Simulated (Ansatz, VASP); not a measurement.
**Ti in VASP and in Ansatz**

```
Ti
1.0
     2.93995    0.00000    0.00000
    -1.46997    2.54607    0.00000
     0.00000    0.00000   27.61970
Ti
6
Direct
  0.83333 0.16667 0.28965
  0.16667 0.83333 0.37379
  0.83333 0.16667 0.45793
  0.16667 0.83333 0.54207
  0.83333 0.16667 0.62621
  0.16667 0.83333 0.71035
```

Alike in both runs: task single point; functional PBE; k mesh 13 × 13 × 1; occupations fermi-dirac, width 0.05 eV; no spin polarisation.

|  | VASP | Ansatz |
| --- | --- | --- |
| version | VASP 6.6.1 | Ansatz 0.2.0 |
| potentials or method | VASP PAW PBE potentials, release 64 (Ti_sv) | PAW with Ansatz's default frozen-core files, scalar-relativistic |
| plane-wave cutoff (eV) | 520 | 420 |
| valence electrons in the cell | 72 | 72 |

Ansatz gave:

| Item | Value |
| --- | --- |
| rms of the force components (eV/Å) | 0.268 |

Estimate VASP's values.

rms of the force components (eV/Å): 0.271.

Atom by atom the forces differ by 0.004 eV/Å (rms over components). The functional is the same, so the differences come from potentials, cutoffs and numerics.
